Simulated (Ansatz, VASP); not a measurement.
# Ge4F: VASP beside Ansatz

The input INCAR:

```
SYSTEM = Ge4F
ALGO     = Normal         ! electronic algorithm
DIPOL    = 0.5 0.5 0.336
EDIFF    = 1E-6           ! SCF threshold, eV
ENCUT    = 520            ! plane-wave cutoff, eV
GGA      = PE             ! functional
IDIPOL   = 3            
ISIF     = 2              ! what is computed and relaxed
ISMEAR   = 0              ! smearing method
IVDW     = 12             ! dispersion correction
LASPH    = .TRUE.         ! aspherical terms in the spheres
LCHARG   = .FALSE.        ! write CHGCAR
LDIPOL   = .TRUE.       
LREAL    = .FALSE.        ! projectors in reciprocal space
LWAVE    = .FALSE.        ! write WAVECAR
NBANDS   = 40             ! bands
NELM     = 100            ! most SCF steps
PREC     = Accurate       ! precision mode
SIGMA    = 0.1            ! smearing width, eV
```

The input KPOINTS:

```
k-points
0
G
  7 7 1
  0 0 0
```

Contents of POSCAR:

```
Ge4F
1.0
    4.0303587907      0.0000000000      0.0000000000
    0.0000000000      4.0303587907      0.0000000000
    0.0000000000      0.0000000000     21.6416627718
Ge F
4 1
Direct
    0.0000000000      0.5000000000      0.1848286817
    0.0000000000      0.0000000000      0.2506714513
    0.5000000000      0.0000000000      0.3196569899
    0.5000000000      0.5000000000      0.3854446333
    0.8750000000      1.0000000000      0.5379282957
```

Input for Ansatz:

```yaml
crystal:
  lattice:
    - [4.0303587907, 0.0, 0.0]
    - [0.0, 4.0303587907, 0.0]
    - [0.0, 0.0, 21.6416627718]
  atoms:
    - { symbol: Ge, position: [0.0, 0.5, 0.1848286817] }
    - { symbol: Ge, position: [0.0, 0.0, 0.2506714513] }
    - { symbol: Ge, position: [0.5, 0.0, 0.3196569899] }
    - { symbol: Ge, position: [0.5, 0.5, 0.3854446333] }
    - { symbol: F, position: [0.875, 1.0, 0.5379282957] }
basis:
  ecutwfc: 420
kpoints:
  mp_grid: { grid: [7, 7, 1] }
hamiltonian:
  xc: pbe
  pseudopotentials: { kind: paw, azcp: { folder: soft_1 } }
  dispersion: d3bj
scf:
  occupations: { method: gaussian, width: 0.1 }
output:
  forces: true
  eigenvalues: true
efield:
  axis: 3
  dipole_correction: true
  ramp_width: 0.04
```

Alike in both runs: task single point; functional PBE; dispersion D3(BJ); k mesh 7 × 7 × 1; occupations gaussian, width 0.1 eV; no spin polarisation.

```csv
,VASP,Ansatz
version,VASP 6.6.1,Ansatz 0.2.0
potentials or method,"VASP PAW PBE potentials, release 64 (Ge_d, F), cutoff 520 eV","scalar-relativistic, plane waves, PAW"
valence electrons in the cell,63,63
```

```tsv
	VASP	Ansatz	Ansatz less VASP
gap on the k mesh at the Fermi level (eV)	none	none	-
rms of the force components (eV/Å)	0.180	0.180	+0.0002
```

Atom by atom the forces differ by 0.002 eV/Å (rms over components). A gap of «none» marks a metal or a gap that the smearing closes.
